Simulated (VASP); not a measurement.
Set up this calculation in VASP 6.6.1, as the native input.

| Quantity | Value |
| --- | --- |
| Task | single point |
| Functional | r2SCAN |
| Potentials or basis | VASP PAW PBE potentials, release 64 (Fe) |
| Cutoff | 520 eV |
| k mesh | 12 × 12 × 12 |
| Occupations | gaussian, width 0.05 eV |
| Spin | collinear spin, zero start |
| Starting moments | [0.0] μB |
| Fixed moment | 0 μB |
| Dipole correction | no |
| Further INCAR settings | ALGO = Normal; EDIFF = 1e-06; NBANDS = 14 |

The system is Fe.

```
CELL_PARAMETERS angstrom
-1.44300 1.44300 1.44300
1.44300 -1.44300 1.44300
1.44300 1.44300 -1.44300
ATOMIC_POSITIONS crystal
Fe 0.00000 0.00000 0.00000
```

These files were run (other wordings do the same):

POSCAR

```
Fe
1.0
   -1.4430000000      1.4430000000      1.4430000000
    1.4430000000     -1.4430000000      1.4430000000
    1.4430000000      1.4430000000     -1.4430000000
Fe
1
Direct
    0.0000000000      0.0000000000      0.0000000000
```

INCAR.step1

```
ALGO     = Normal         # electronic algorithm
EDIFF    = 1E-4           # SCF threshold, eV
ENCUT    = 520            # plane-wave cutoff, eV
GGA      = PE             # functional
ISMEAR   = 0              # smearing method
ISPIN    = 2              # spin polarisation
LASPH    = T              # aspherical terms in the spheres
LCHARG   = F              # write CHGCAR
LMAXMIX  = 4              # l up to which the mixer works
LREAL    = F              # projectors in reciprocal space
LWAVE    = T              # write WAVECAR
MAGMOM   = 0              # initial moments
NBANDS   = 14             # bands
NELM     = 150            # most SCF steps
NUPDOWN  = 0.0            # fixed moment
PREC     = Accurate       # precision mode
SIGMA    = 0.05           # smearing width, eV
```

INCAR.step2

```
ALGO     = Normal         # electronic algorithm
EDIFF    = 1E-6           # SCF threshold, eV
ENCUT    = 520            # plane-wave cutoff, eV
ISIF     = 2              # what is computed and relaxed
ISMEAR   = 0              # smearing method
ISPIN    = 2              # spin polarisation
ISTART   = 1            
LASPH    = T              # aspherical terms in the spheres
LCHARG   = F              # write CHGCAR
LMAXMIX  = 4              # l up to which the mixer works
LMIXTAU  = T            
LORBIT   = 11             # projections on sites
LREAL    = F              # projectors in reciprocal space
LWAVE    = F              # write WAVECAR
MAGMOM   = 0              # initial moments
METAGGA  = R2SCAN         # meta-GGA
NBANDS   = 14             # bands
NELM     = 150            # most SCF steps
NUPDOWN  = 0.0            # fixed moment
PREC     = Accurate       # precision mode
SIGMA    = 0.05           # smearing width, eV
```

KPOINTS

```
k-points
0
Gamma
  12 12 12
```

Potentials or basis: VASP PAW PBE potentials, release 64 (Fe).

Command:

```sh
$ cat potpaw_PBE.64/Fe/POTCAR > POTCAR
$ cp INCAR.step1 INCAR
$ mpirun -np 1 vasp_std > vasp.out
$ cp INCAR.step2 INCAR
$ mpirun -np 1 vasp_std > vasp.out
```

It gave:

```json
{"Pressure": "-33.9 GPa", "Net moment": "0.00 μB per cell", "Valence electrons inside the program's atomic spheres": "Fe 7.16"}
```

Caveat: the PAW data sets were made with another functional, which shifts forces and pressure a little; the total moment is fixed, so each spin has its own Fermi level.

Run time: 2.1 min on 1 thread of AMD EPYC 7R13, with other jobs on the host, peak memory 0.12 GiB.
